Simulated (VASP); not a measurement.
# Si62Sb (a cell with a defect) in VASP: single point with PBE+D3(BJ)

Aim: the single point of Si62Sb (a cell with a defect) with PBE+D3(BJ).

Program: VASP 6.6.1. These are calculated values, not measurements. Logs are shortened: lines on timing, memory, paths and dates and some standing lists are left out, and cuts for length are marked.

## (1) The cell of the first run

The cell holds a defect, 63 atoms: a = 10.860 Å, b = 10.860 Å, c = 10.860 Å, α = 90.00°, β = 90.00°, γ = 90.00°.

## (2) Single point, PBE+D3(BJ)

Contents of INCAR:

```
SYSTEM = Si62Sb
PREC = Accurate ; ENCUT = 520
EDIFF = 1E-7 ; ISMEAR = -1
SIGMA = 0.05 ; LREAL = Auto
LASPH = .True. ; NELM = 100
ALGO = Normal ; ISIF = 2
LWAVE = .False. ; LCHARG = .False.
GGA = PE ; IVDW = 12
NELECT = 252.0 ; NBANDS = 164
```

Contents of KPOINTS:

```
Automatic mesh
0
Gamma
  1 1 1
  0 0 0
```

Contents of POSCAR:

```
Si62Sb
1.0
   10.8600000000      0.0000000000      0.0000000000
    0.0000000000     10.8600000000      0.0000000000
    0.0000000000      0.0000000000     10.8600000000
Si Sb
62 1
Direct
    0.4967646409     -0.0000655617      0.0000655617
    0.6228927256      0.1224295580      0.1264958564
    0.7489237569      0.2494180479     -0.0004930018
    0.8765561694      0.3734438306      0.1260287293
    0.7512270718      0.0002279006      0.2499697053
    0.8756156538      0.1249295580      0.3751033149
   -0.0010491713      0.0001749540     -0.0001749540
    0.1260031308      0.1239968692      0.1231923573
    0.2498250460      0.2510491713     -0.0001749540
    0.3752845304      0.3745290976      0.1252845304
    0.4999697053      0.4987729282     -0.0002279006
    0.6307170350      0.6192829650      0.1205364641
    0.7512270718      0.7500302947     -0.0002279006
    0.8754709024      0.8747154696      0.1252845304
    0.2500655617     -0.0000655617      0.2467646409
    0.3764958564      0.1224295580      0.3728927256
    0.5004269797      0.2500858195      0.2504269797
    0.6256031308      0.3745014733      0.3756031308
    0.7514559853      0.4985440147      0.2513994475
    0.8754985267      0.6243968692      0.3756031308
    0.4999697053      0.0002279006      0.5012270718
    0.6251033149      0.1249295580      0.6256156538
    0.7502570902      0.2499689687      0.5002570902
    0.8754289134      0.3745710866      0.6254289134
    0.7489237569      0.0004930018      0.7505819521
    0.8743816759      0.1247993554      0.8752006446
    0.0005819521      0.5010762431     -0.0004930018
    0.1275704420      0.6271072744      0.1264958564
    0.2500655617      0.7532353591      0.0000655617
    0.0009924494      0.2490075506      0.2506321363
    0.1250704420      0.3743843462      0.3751033149
    0.2497720994      0.4987729282      0.2499697053
    0.3705364641      0.6192829650      0.3807170350
    0.6307170350      0.8794635359      0.3807170350
    0.0005819521      0.0004930018      0.4989237569
    0.1252006446      0.1247993554      0.6243816759
    0.2495069982      0.2494180479      0.4989237569
    0.3760287293      0.3734438306      0.6265561694
    0.5013994475      0.4985440147      0.5014559853
    0.6256031308      0.6243968692      0.6254985267
    0.7514559853      0.7486005525      0.5014559853
    0.8765561694      0.8739712707      0.6265561694
    0.2498250460      0.0001749540      0.7489508287
    0.3731923573      0.1239968692      0.8760031308
    0.5006321363      0.2490075506      0.7509924494
    0.6251033149      0.3743843462      0.8750704420
    0.7502570902      0.4997429098      0.7500310313
    0.8756156538      0.6248966851      0.8750704420
   -0.0000858195      0.7495730203      0.2504269797
    0.1275704420      0.8735041436      0.3728927256
    0.0000310313      0.4997429098      0.5002570902
    0.1250704420      0.6248966851      0.6256156538
    0.2497720994      0.7500302947      0.5012270718
    0.3752845304      0.8747154696      0.6254709024
   -0.0000465930      0.2500465930      0.7499534070
    0.1252006446      0.3756183241      0.8752006446
    0.2495069982      0.5010762431      0.7505819521
    0.3764958564      0.6271072744      0.8775704420
    0.5004269797      0.7495730203      0.7499141805
    0.6228927256      0.8735041436      0.8775704420
    0.0009924494      0.7493678637      0.7509924494
    0.1260031308      0.8768076427      0.8760031308
    0.4765808471      0.7734191529      0.2265808471
```

Potentials or basis: VASP PAW PBE potentials, release 64 (Si, Sb).

Launch:

```
$ cat potpaw_PBE.64/Si/POTCAR potpaw_PBE.64/Sb/POTCAR > POTCAR
$ mpirun -np 1 vasp_gam > vasp.out
```

OUTCAR:

```text
SYSTEM = Si62Sb
   PREC = Accurate
   ENCUT = 520
   EDIFF = 1E-7
   ISMEAR = -1
   LREAL = Auto
   LASPH = .True.
   NELM = 100
   ISIF = 2
   GGA = PE
   IVDW = 12
   NELECT = 252.0
 IVDW          = 12

 ion  position               nearest neighbor table
   1  0.497  1.000  0.000-  44 2.33   2 2.35  60 2.35
   2  0.623  0.122  0.126-   5 2.35  17 2.35   1 2.35   3 2.38
   3  0.749  0.249  1.000-  46 2.34  26 2.35   4 2.37   2 2.38
   4  0.877  0.373  0.126-  30 2.34  19 2.35  27 2.37   3 2.37
   5  0.751  0.000  0.250-  34 2.33   2 2.35   6 2.35  14 2.35
   6  0.876  0.125  0.375-  35 2.34  30 2.34   5 2.35  23 2.35
   7  0.999  0.000  1.000-  26 2.34   8 2.35  62 2.35  14 2.35
   8  0.126  0.124  0.123-  15 2.33   9 2.35   7 2.35  30 2.37
   9  0.250  0.251  1.000-  56 2.34  44 2.35   8 2.35  10 2.35
  10  0.375  0.375  0.125-   9 2.35  11 2.35  32 2.35  17 2.35
  11  0.500  0.499  1.000-  12 2.33  58 2.35  46 2.35  10 2.35
  12  0.631  0.619  0.121-  11 2.33  13 2.33  19 2.34  63 2.63
  13  0.751  0.750  1.000-  12 2.33  60 2.35  48 2.35  14 2.35
  14  0.875  0.875  0.125-   7 2.35   5 2.35  13 2.35  49 2.35
  15  0.250  1.000  0.247-   8 2.33  16 2.35  50 2.35
  16  0.376  0.122  0.373-  21 2.35  17 2.35  15 2.35  37 2.38
  17  0.500  0.250  0.250-  16 2.35   2 2.35  10 2.35  18 2.35
[... 43 lines left out ...]
  61  0.001  0.749  0.751-  42 2.34  48 2.34  52 2.34  62 2.37
  62  0.126  0.877  0.876-  29 2.33   7 2.35  43 2.35  61 2.37
  63  0.477  0.773  0.227-  33 2.63  34 2.63  12 2.63

  LATTYP: Found a simple cubic cell.
 ALAT       =    10.8600000000

  Lattice vectors:

 A1 = (  10.8600000000,   0.0000000000,   0.0000000000)
 A2 = (   0.0000000000,  10.8600000000,   0.0000000000)
 A3 = (   0.0000000000,   0.0000000000,  10.8600000000)

Analysis of symmetry for initial positions (statically):
=====================================================================
 Subroutine PRICEL returns:
 Original cell was already a primitive cell.

 Routine SETGRP: Setting up the symmetry group for a
 simple cubic supercell.

 Subroutine GETGRP returns: Found  6 space group operations
 (whereof  2 operations were pure point group operations)
 out of a pool of 48 trial point group operations.

The static configuration has the point symmetry C_1h.
 The point group associated with its full space group is C_3v.

Analysis of symmetry for dynamics (positions and initial velocities):
=====================================================================
 Subroutine PRICEL returns:
 Original cell was already a primitive cell.

 Routine SETGRP: Setting up the symmetry group for a
 simple cubic supercell.

 Subroutine GETGRP returns: Found  6 space group operations
 (whereof  2 operations were pure point group operations)
 out of a pool of 48 trial point group operations.

The dynamic configuration has the point symmetry C_1h.
 The point group associated with its full space group is C_3v.

 Subroutine INISYM returns: Found  6 space group operations
 (whereof  2 operations are pure point group operations),
 and found     1 'primitive' translations

----------------------------------------------------------------------------------------

                                     Primitive cell

  volume of cell :    1280.8241

  direct lattice vectors                    reciprocal lattice vectors
    10.860000000  0.000000000  0.000000000     0.092081031  0.000000000  0.000000000
     0.000000000 10.860000000  0.000000000     0.000000000  0.092081031  0.000000000
     0.000000000  0.000000000 10.860000000     0.000000000  0.000000000  0.092081031

  length of vectors
    10.860000000 10.860000000 10.860000000     0.092081031  0.092081031  0.092081031

  position of ions in fractional coordinates (direct lattice)
     0.496764641  0.999934438  0.000065562
     0.622892726  0.122429558  0.126495856
     0.748923757  0.249418048  0.999506998
     0.876556169  0.373443831  0.126028729
     0.751227072  0.000227901  0.249969705
     0.875615654  0.124929558  0.375103315
[... 55 lines left out ...]
     0.126003131  0.876807643  0.876003131
     0.476580847  0.773419153  0.226580847

  ion indices of the primitive-cell ions
   primitive index   ion index
                 1           1
                 2           2
                 3           3
                 4           4
                 5           5
                 6           6
[... 55 lines left out ...]
                62          62
                63          63

----------------------------------------------------------------------------------------

 KPOINTS: Automatic mesh

Automatic generation of k-mesh.
 Grid dimensions read from file:
 generate k-points for:    1    1    1

 Generating k-lattice:

  Cartesian coordinates                     Fractional coordinates (reciprocal lattice)
     0.092081031  0.000000000  0.000000000     1.000000000  0.000000000  0.000000000
     0.000000000  0.092081031  0.000000000     0.000000000  1.000000000  0.000000000
     0.000000000  0.000000000  0.092081031     0.000000000  0.000000000  1.000000000

  Length of vectors
     0.092081031  0.092081031  0.092081031

  Shift w.r.t. Gamma in fractional coordinates (k-lattice)
     0.000000000  0.000000000  0.000000000

 Subroutine IBZKPT returns following result:
 ===========================================

 Found      1 irreducible k-points:

 Following reciprocal coordinates:
            Coordinates               Weight
  0.000000  0.000000  0.000000      1.000000
   k-points           NKPTS =      1   k-points in BZ     NKDIM =      1   number of bands    NBANDS=    164
   number of dos      NEDOS =    301   number of ions     NIONS =     63
   total plane-waves  NPLWV = 592704
   dimension x,y,z NGX =    84 NGY =   84 NGZ =   84
   dimension x,y,z NGXF=   168 NGYF=  168 NGZF=  168
   ions per type =              62   1
   NGX,Y,Z   is equivalent  to a cutoff of  12.86, 12.86, 12.86 a.u.
   NGXF,Y,Z  is equivalent  to a cutoff of  25.72, 25.72, 25.72 a.u.
 SYSTEM =  Si62Sb
   PREC   = accura    normal or accurate (medium, high low for compatibility)
   ISTART =      0    job   : 0-new  1-cont  2-samecut
   ICHARG =      2    charge: 1-file 2-atom 10-const
   ISPIN  =      1    spin polarized calculation?
   LNONCOLLINEAR =      F non collinear calculations
   LSORBIT =      F    spin-orbit coupling
   LASPH  =      T    aspherical Exc in radial PAW
   ENCUT  =  520.0 eV  38.22 Ry    6.18 a.u.  20.19 20.19 20.19*2*pi/ulx,y,z
   NELM   =    100;   NELMIN=  2; NELMDL= -5     # of ELM steps
   EDIFF  = 0.1E-06   stopping-criterion for ELM
   LREAL  =      T    real-space projection
   EDIFFG = 0.1E-05   stopping-criterion for IOM
   NSW    =      0    number of steps for IOM
   IBRION =     -1    ionic relax: 0-MD 1-quasi-New 2-CG
   NFREE  =      0    steps in history (QN), initial steepest desc. (CG)
   ISIF   =      2    stress and relaxation
   ISYM   =      2    0-nonsym 1-usesym 2-fastsym
   POTIM  = 0.5000    time-step for ionic-motion
   TEBEG  =    0.0;   TEEND  =   0.0 temperature during run
   PSTRESS=    0.0 pullay stress
   NELECT =     252.0000    total number of electrons
   NUPDOWN=      -1.0000    fix difference up-down
   EMIN   =  10.00;   EMAX   =-10.00  energy-range for DOS
   EFERMI =   0.00;   METHOD = LEGACY
   ISMEAR =    -1;   SIGMA  =   0.05  broadening in eV -4-tet -1-fermi 0-gaus
   EFERMI_NEDOS =   21; number of points for ismear=-14 and -15
   IALGO  =     38    algorithm
   IMIX   =      4    mixing-type and parameters
     AMIX     =   0.40;   BMIX     =  1.00
     AMIX_MAG =   1.60;   BMIX_MAG =  1.00
  volume/ion in A,a.u.               =      20.33       137.20
  Fermi-wavevector in a.u.,A,eV,Ry     =   0.952164  1.799329 12.335269  0.906617
  Thomas-Fermi vector in A             =   2.080702
   LORBIT       =      0    0 simple, 1 ext, 2 COOP (PROOUT), +10 PAW based schemes
   GGA     = PE    functional components
   LHFCALC =     F    Hartree Fock is set to
   AEXX    =    0.0000 exact exchange contribution
   IVDW    =    12    specifies the selected vdW correction
   LEPSILON=     F    determine dielectric tensor
   LRPA    =     F    only Hartree local field effects (RPA)
 non-spin polarized calculation
  energy-cutoff  :      520.00
  volume of cell :     1280.82
 maximum number of plane-waves:     17229
 NGX is ok and might be reduce to    84
   NGX = 41   NGY = 41   NGZ = 41

 number of electron     251.9999982 magnetization

 Free energy of the ion-electron system (eV)
  ---------------------------------------------------
  ext. energy  EPLUGINS =         0.00000000
  ---------------------------------------------------
  free energy    TOTEN  =      -337.27322057 eV

  energy without entropy =     -337.21144163  energy(sigma->0) =     -337.24233110

 E-fermi :   6.2416     XC(G=0):  -9.3517

 val. band max:        6.1148661614   @ k =   0.0000   0.0000   0.0000
 cond. band min:       6.4135015156   @ k =   0.0000   0.0000   0.0000
 fundamental gap:      0.2986353542
 Fermi energy:         6.2415624844

 k-point     1 :       0.0000    0.0000    0.0000
  band No.  band energies     occupation
      1      -6.1401      2.00000
      2      -5.1128      2.00000
      3      -5.0759      2.00000
      4      -5.0759      2.00000
      5      -5.0743      2.00000
      6      -5.0743      2.00000
[... 130 lines left out ...]
    137       7.0089      0.00000
    138       7.0409      0.00000
 [bands above 138 left out]

------------------------ aborting loop because EDIFF is reached ----------------------------------------

 Edisp (eV)  -20.13692

 E6    (eV) :   -11.7631

 E8    (eV) :    -8.3739

  FORCE on cell =-STRESS in cart. coord.  units (eV):
  Direction    XX          YY          ZZ          XY          YZ          ZX
  --------------------------------------------------------------------------------------
  -------------------------------------------------------------------------------------
  Total      -8.26792    -8.26792    -8.26792    -2.23099    -2.23099     2.23099
  in kB     -10.34231   -10.34231   -10.34231    -2.79074    -2.79074     2.79074
  external pressure =      -10.34 kB  Pullay stress =        0.00 kB

 VOLUME and BASIS-vectors are now :
 -----------------------------------------------------------------------------
  energy-cutoff  :      520.00
  volume of cell :     1280.82
      direct lattice vectors                 reciprocal lattice vectors
    10.860000000  0.000000000  0.000000000     0.092081031  0.000000000  0.000000000
     0.000000000 10.860000000  0.000000000     0.000000000  0.092081031  0.000000000
     0.000000000  0.000000000 10.860000000     0.000000000  0.000000000  0.092081031

 POSITION                                       TOTAL-FORCE (eV/Angst)
 -----------------------------------------------------------------------------------
      5.39486     10.85929      0.00071         0.029537      0.012196     -0.012196
      6.76462      1.32958      1.37375         0.005519      0.007011     -0.003948
      8.13331      2.70868     10.85465        -0.000614     -0.006794      0.008426
      9.51940      4.05560      1.36867        -0.009033      0.009033     -0.013676
      8.15833      0.00248      2.71467         0.005878     -0.003604      0.015535
      9.50919      1.35673      4.07362         0.002390     -0.002354      0.003285
[... 55 lines left out ...]
      1.36839      9.52213      9.51339        -0.007555      0.013078     -0.007555
      5.17567      8.39933      2.46067        -0.025923      0.025923     -0.025923
 -----------------------------------------------------------------------------------
    total drift:                               -0.008308      0.008308     -0.008308

  FREE ENERGIE OF THE ION-ELECTRON SYSTEM (eV)
  ---------------------------------------------------
  free  energy   TOTEN  =      -357.4101441511 eV

  energy  without entropy=     -357.3483652144  energy(sigma->0) =     -357.37925468
```

Wall time 7.3 min (1 thread of AMD EPYC 7R13 (Zen 3), shared host); peak memory 1 GiB.

What came out:

* Free energy: -357.4101 eV
* Largest force: 0.045 eV/Å
* Dispersion energy per atom: -0.320 eV

Forces in eV/Å, atoms in the order of the input:
```
Si   0.030  0.012 -0.012
Si   0.006  0.007 -0.004
Si  -0.001 -0.007  0.008
Si  -0.009  0.009 -0.014
Si   0.006 -0.004  0.016
Si   0.002 -0.002  0.003
Si  -0.001 -0.001  0.001
Si  -0.008  0.008 -0.013
Si   0.001  0.001  0.001
Si   0.001 -0.001  0.001
Si   0.016 -0.006  0.004
Si  -0.006  0.006 -0.023
Si   0.006 -0.016  0.004
Si   0.001 -0.001  0.001
Si  -0.012  0.012  0.030
Si  -0.004  0.007  0.006
Si   0.003  0.000  0.003
Si   0.008 -0.014  0.008
Si  -0.012  0.012  0.023
Si   0.014 -0.008  0.008
Si   0.016 -0.004  0.006
Si   0.003 -0.002  0.002
Si   0.007 -0.003  0.007
Si  -0.003  0.003 -0.003
Si  -0.001 -0.008  0.007
Si   0.001  0.003 -0.003
Si   0.007  0.001  0.008
Si  -0.007 -0.006 -0.004
Si  -0.012 -0.030 -0.012
Si  -0.005  0.005 -0.004
Si   0.002 -0.002  0.003
Si   0.004 -0.006  0.016
Si  -0.023  0.006 -0.006
Si  -0.006  0.023 -0.006
Si   0.007 -0.008 -0.001
Si  -0.003  0.003  0.001
Si   0.008 -0.007 -0.001
Si  -0.014  0.009 -0.009
Si   0.023  0.012 -0.012
Si   0.008 -0.008  0.014
Si  -0.012 -0.023 -0.012
Si  -0.009  0.014 -0.009
Si   0.001 -0.001 -0.001
Si  -0.013  0.008 -0.008
Si  -0.004  0.005 -0.005
Si   0.003 -0.002  0.002
Si   0.007 -0.007  0.003
Si   0.002 -0.003  0.002
Si   0.000 -0.003  0.003
Si  -0.007  0.004  0.006
Si   0.003 -0.007  0.007
Si   0.002 -0.003  0.002
Si   0.004 -0.016  0.006
Si   0.001 -0.001  0.001
Si   0.000  0.000  0.000
Si  -0.003 -0.001 -0.003
Si   0.008  0.001  0.007
Si  -0.004 -0.006 -0.007
Si   0.003 -0.003  0.000
Si   0.006  0.004 -0.007
Si  -0.005  0.004 -0.005
Si  -0.008  0.013 -0.008
Sb  -0.026  0.026 -0.026
```

Levels at points of the mesh, in eV from the Fermi level:
```
           k point  band 124  band 125  band 126  band 127  band 128  band 129
(0.00, 0.00, 0.00)     -0.78     -0.78     -0.13      0.17      0.17      0.28
```

Caveat: the k points lie up to 0.58 Å⁻¹ apart; the cell carries a net charge on a neutralising background, which shifts energy and pressure; the cell is charged against a uniform background, so pressure and absolute levels hang on convention; spin-orbit coupling is left out, which moves the levels of the heavy elements.
